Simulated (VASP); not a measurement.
Wanted: the native input for a VASP 6.6.1 run.

```yaml
Task: electric field gradients
Functional: PBE
Potentials_or_basis: VASP PAW PBE potentials, release 64 (Zn)
Cutoff: 520 eV
k_mesh: 18 × 18 × 8
Occupations: fermi-dirac, width 0.03 eV
Spin: no spin polarisation
Dipole_correction: no
Further_INCAR_settings: ALGO = Normal; EDIFF = 1e-08; NBANDS = 19
```

The structure of Zn lies in POSCAR:

```
Zn
1.0
    2.6647980532     -0.0399719708     -0.0399719708
   -1.3670157688      2.3277687954     -0.0146307568
   -0.0742005000     -0.0742005000      4.9467000000
Zn
2
Direct
    0.3333333333      0.6666666667      0.2500000000
    0.6666666667      0.3333333333      0.7500000000
```

This cell differs from its parent crystal: equal xy, yz and zx shear strains of -3 %.

These files were run (other wordings do the same):

INCAR

```
SYSTEM = Zn
  ALGO = Normal
  EDIFF = 1E-8
  ENCUT = 520
  GGA = PE
  ISIF = 2
  ISMEAR = -1
  LASPH = .True.
  LCHARG = .False.
  LEFG = .True.
  LREAL = .False.
  LWAVE = .False.
  NBANDS = 19
  NELM = 60
  PREC = Accurate
  SIGMA = 0.03
```

KPOINTS

```
k-points
0
Gamma
  18 18 8
  0 0 0
```

Potentials or basis: VASP PAW PBE potentials, release 64 (Zn).

Command:

```console
$ cat potpaw_PBE.64/Zn/POTCAR > POTCAR
$ mpirun -np 1 vasp_std > vasp.out
```

Results of the run:

```json
{"Pressure": "0.2 GPa", "Largest force": "0.006 eV/Å", "Band gap on the k mesh": "zero (bands 12 and 13 overlap by 4.73 eV)", "Largest electric field gradient by atom": "Zn +35.7 V/Å²"}
```

Caveat: the cell differs from its parent crystal (equal xy, yz and zx shear strains of -3 %); without QUAD_EFG the Cq values of the log hold for a quadrupole moment of 1 mb, not for the nuclei.

Run time: 6.9 min on 1 thread of Intel(R) Xeon(R) Platinum 8488C (Sapphire Rapids), on a shared host, peak memory 0.64 GiB.
